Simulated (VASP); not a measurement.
# BeS (Pm-3m) in VASP: a series of runs, part 2 of 2

VASP 6.6.1.

## (5) Single point, PBEsol

Contents of INCAR:

```
PREC = Accurate ; ENCUT = 600
EDIFF = 1E-6 ; ISMEAR = -1
SIGMA = 0.02 ; LREAL = False
LASPH = True ; NELM = 120
ALGO = Normal ; ISIF = 2
LWAVE = False ; LCHARG = True
GGA = PS ; LELF = True
LVHAR = True ; NBANDS = 11
GGA_COMPAT = False
```

Contents of KPOINTS:

```
Automatic mesh
0
Gamma
  6 6 6
```

Contents of POSCAR:

```
BeS
1.0
    2.9413850451      0.0000000000      0.0000000000
    0.0000000000      2.9413850451      0.0000000000
    0.0000000000      0.0000000000      2.9413850451
Be S
1 1
Direct
    0.0000000000      0.0000000000      0.0000000000
    0.5000000000      0.5000000000      0.5000000000
```

Potentials or basis: VASP PAW PBE potentials, release 64 (Be, S).

Command:

```console
> cat potpaw_PBE.64/Be/POTCAR potpaw_PBE.64/S/POTCAR > POTCAR
> mpirun -np 1 vasp_std > vasp.out
```

OUTCAR:

```text
PREC = Accurate
   ENCUT = 600
   EDIFF = 1E-6
   ISMEAR = -1
   LREAL = False
   LASPH = True
   NELM = 120
   ISIF = 2
   GGA = PS

 ion  position               nearest neighbor table
   1  0.000  0.000  0.000-   2 2.55   2 2.55   2 2.55   2 2.55   2 2.55   2 2.55   2 2.55   2 2.55

   2  0.500  0.500  0.500-   1 2.55   1 2.55   1 2.55   1 2.55   1 2.55   1 2.55   1 2.55   1 2.55

  LATTYP: Found a simple cubic cell.
 ALAT       =     2.9413850451

  Lattice vectors:

 A1 = (   2.9413850451,   0.0000000000,   0.0000000000)
 A2 = (   0.0000000000,   2.9413850451,   0.0000000000)
 A3 = (   0.0000000000,   0.0000000000,   2.9413850451)

Analysis of symmetry for initial positions (statically):
=====================================================================
 Subroutine PRICEL returns:
 Original cell was already a primitive cell.

 Routine SETGRP: Setting up the symmetry group for a
 simple cubic supercell.

 Subroutine GETGRP returns: Found 48 space group operations
 (whereof 48 operations were pure point group operations)
 out of a pool of 48 trial point group operations.

[... 166 lines left out ...]
      1      -8.6311      2.00000
      2       5.7193      2.00000
      3       5.7193      2.00000
      4       5.7193      2.00000
      5       9.0397      0.00000
      6      12.4165      0.00000
      7      12.4165      0.00000
      8      17.4244      0.00000
      9      17.4244      0.00000
     10      17.4244      0.00000
     11      23.4019      0.00000
[... 253 lines left out ...]
 k-point    20 :       0.5000    0.5000    0.5000
  band No.  band energies     occupation
      1      -3.4050      2.00000
      2       2.9456      2.00000
      3       2.9456      2.00000
      4       2.9456      2.00000
      5       6.9010      2.00000
      6       6.9010      2.00000
      7       6.9010      2.00000
      8      11.3647      0.00000
      9      28.2076      0.00000
     10      28.2076      0.00000
     11      28.2082      0.00000

------------------------ aborting loop because EDIFF is reached ----------------------------------------

  FORCE on cell =-STRESS in cart. coord.  units (eV):
  Direction    XX          YY          ZZ          XY          YZ          ZX
  --------------------------------------------------------------------------------------
  -------------------------------------------------------------------------------------
  Total       -0.7721762     -0.7721762     -0.7721762      0.0000000      0.0000000      0.0000000
  in kB      -48.6151186    -48.6151186    -48.6151186      0.0000000      0.0000000      0.0000000
  external PRESSURE =     -48.6151186 kB  Pullay stress =       0.0000000 kB

 VOLUME and BASIS-vectors are now :
 -----------------------------------------------------------------------------
  energy-cutoff  :      600.00
  volume of cell :       25.45
      direct lattice vectors                 reciprocal lattice vectors
     2.941385045  0.000000000  0.000000000     0.339975890  0.000000000  0.000000000
     0.000000000  2.941385045  0.000000000     0.000000000  0.339975890  0.000000000
     0.000000000  0.000000000  2.941385045     0.000000000  0.000000000  0.339975890

 POSITION                                       TOTAL-FORCE (eV/Angst)
 -----------------------------------------------------------------------------------
      0.00000      0.00000      0.00000         0.000000      0.000000      0.000000
      1.47069      1.47069      1.47069         0.000000      0.000000      0.000000
 -----------------------------------------------------------------------------------
    total drift:                               -0.000000     -0.000000     -0.000000

  FREE ENERGIE OF THE ION-ELECTRON SYSTEM (eV)
  ---------------------------------------------------
  free  energy   TOTEN  =        -7.7325422282 eV

  energy  without entropy=       -7.7295008652  energy(sigma->0) =       -7.73102155
```

stdout:

```text
POSCAR found type information on POSCAR BeS
 POSCAR found :  2 types and       2 ions
 scaLAPACK will be used
 -----------------------------------------------------------------------------
|                                                                             |
|                                                                             |
|     You enforced a specific xc type in the INCAR file but a different       |
|     I HOPE YOU KNOW WHAT YOU ARE DOING!                                     |
|                                                                             |
 -----------------------------------------------------------------------------

 LDA part: xc-table for (Slater+PW92), standard interpolation
 POSCAR, INCAR and KPOINTS ok, starting setup
 FFT: planning ... GRIDC
 FFT: planning ... GRID_SOFT
 FFT: planning ... GRID
 WAVECAR not read
 entering main loop
```

It took 12 s on 1 thread of Intel Xeon 8259CL, shared host; peak memory 0.13 GiB.

Results:

| Property | Result |
| --- | --- |
| Free energy | -7.7325 eV |
| Pressure | -4.9 GPa |
| Band gap on the k mesh | zero (band 4 reaches 7.74 eV, above the bottom of band 5 at 6.51 eV) |

Caveat: the PAW data sets were made with another functional, which shifts forces and pressure a little.

## (6) Single point, PBE

Contents of INCAR:

```
ALGO = Normal
EDIFF = 1E-6
ENCUT = 600
GGA = PE
GGA_COMPAT = F
ISIF = 2
ISMEAR = 0
LASPH = T
LCHARG = F
LREAL = F
LWAVE = F
NBANDS = 11
NELM = 120
PREC = Accurate
SIGMA = 0.2
```

Contents of KPOINTS:

```
k-points
0
Gamma
  6 6 6
```

POSCAR is that of step 5.

Potentials or basis: VASP PAW PBE potentials, release 64 (Be, S).

Command:

```console
> cat potpaw_PBE.64/Be/POTCAR potpaw_PBE.64/S/POTCAR > POTCAR
> mpirun -np 1 vasp_std > vasp.out
```

OUTCAR:

```text
EDIFF = 1E-6
   ENCUT = 600
   GGA = PE
   ISIF = 2
   ISMEAR = 0
   LASPH = T
   LREAL = F
   NELM = 120
   PREC = Accurate

 ion  position               nearest neighbor table
   1  0.000  0.000  0.000-   2 2.55   2 2.55   2 2.55   2 2.55   2 2.55   2 2.55   2 2.55   2 2.55

   2  0.500  0.500  0.500-   1 2.55   1 2.55   1 2.55   1 2.55   1 2.55   1 2.55   1 2.55   1 2.55

  LATTYP: Found a simple cubic cell.
 ALAT       =     2.9413850451

  Lattice vectors:
[... 460 lines left out ...]
     11      28.1200      0.00000

------------------------ aborting loop because EDIFF is reached ----------------------------------------

  FORCE on cell =-STRESS in cart. coord.  units (eV):
  Direction    XX          YY          ZZ          XY          YZ          ZX
  --------------------------------------------------------------------------------------
  -------------------------------------------------------------------------------------
  Total       -0.3129699     -0.3129699     -0.3129699     -0.0000000     -0.0000000      0.0000000
  in kB      -19.7041411    -19.7041411    -19.7041411     -0.0000000     -0.0000000      0.0000000
  external PRESSURE =     -19.7041411 kB  Pullay stress =       0.0000000 kB

 VOLUME and BASIS-vectors are now :
 -----------------------------------------------------------------------------
  energy-cutoff  :      600.00
  volume of cell :       25.45
      direct lattice vectors                 reciprocal lattice vectors
     2.941385045  0.000000000  0.000000000     0.339975890  0.000000000  0.000000000
     0.000000000  2.941385045  0.000000000     0.000000000  0.339975890  0.000000000
     0.000000000  0.000000000  2.941385045     0.000000000  0.000000000  0.339975890

 POSITION                                       TOTAL-FORCE (eV/Angst)
 -----------------------------------------------------------------------------------
      0.00000      0.00000      0.00000         0.000000      0.000000      0.000000
      1.47069      1.47069      1.47069         0.000000      0.000000      0.000000
 -----------------------------------------------------------------------------------
    total drift:                               -0.000000     -0.000000     -0.000000

  FREE ENERGIE OF THE ION-ELECTRON SYSTEM (eV)
  ---------------------------------------------------
  free  energy   TOTEN  =        -7.0076650271 eV

  energy  without entropy=       -6.9878848516  energy(sigma->0) =       -6.99777494
```

Run time: 9.4 s. Hardware: 1 thread of Intel Xeon 8259CL, shared host; peak memory 0.13 GiB.

Results:

* Free energy: -7.0077 eV
* Pressure: -2.0 GPa
* Band gap on the k mesh: zero (band 4 reaches 7.77 eV, above the bottom of band 5 at 6.57 eV)

Levels at points of the mesh, in eV from the Fermi level:
| k point | band 1 | band 2 | band 3 | band 4 | band 5 | band 6 | band 7 | band 8 | band 9 |
| --- | --- | --- | --- | --- | --- | --- | --- | --- | --- |
| (0.00, 0.00, 0.00) | -15.99 | -1.65 | -1.65 | -1.65 | 1.65 | 5.13 | 5.13 | 10.00 | 10.00 |
| (0.50, 0.00, 0.00) | -14.19 | -8.53 | 0.06 | 0.06 | 3.54 | 5.30 | 5.30 | 6.83 | 7.71 |
| (0.50, 0.50, 0.00) | -12.35 | -6.76 | -6.76 | -1.65 | 1.03 | 7.72 | 7.72 | 8.01 | 9.72 |
| (0.50, 0.50, 0.50) | -10.81 | -4.39 | -4.39 | -4.39 | -0.44 | -0.44 | -0.44 | 3.94 | 20.71 |

## (7) Summary

```csv
level,k mesh,cutoff (eV),smearing,grid for exact exchange (PRECFOCK),screening parameter,gap on the mesh (eV),pressure (GPa)
HSE06,4 × 4 × 4,520,methfessel-paxton 0.001 eV,Normal,0.2079 1/Å,none,-3.7
PBE,2 × 2 × 2,600,fermi-dirac 0.02 eV,-,-,-,-4.5
PBE,6 × 6 × 6,600,fermi-dirac 0.02 eV,-,-,none,-2.3
PBEsol,6 × 6 × 6,600,fermi-dirac 0.02 eV,-,-,none,-4.9
PBE,6 × 6 × 6,600,gaussian 0.2 eV,-,-,none,-2.0
```

Alike in all rows: task single point; potentials or basis VASP PAW PBE potentials, release 64 (Be, S); no spin polarisation; cell as given.

Caveats: some runs use coarse meshes; the PAW data sets were made with another functional, which shifts forces and pressure a little (some runs).

Absolute energies hang on the potentials; compare differences alone.
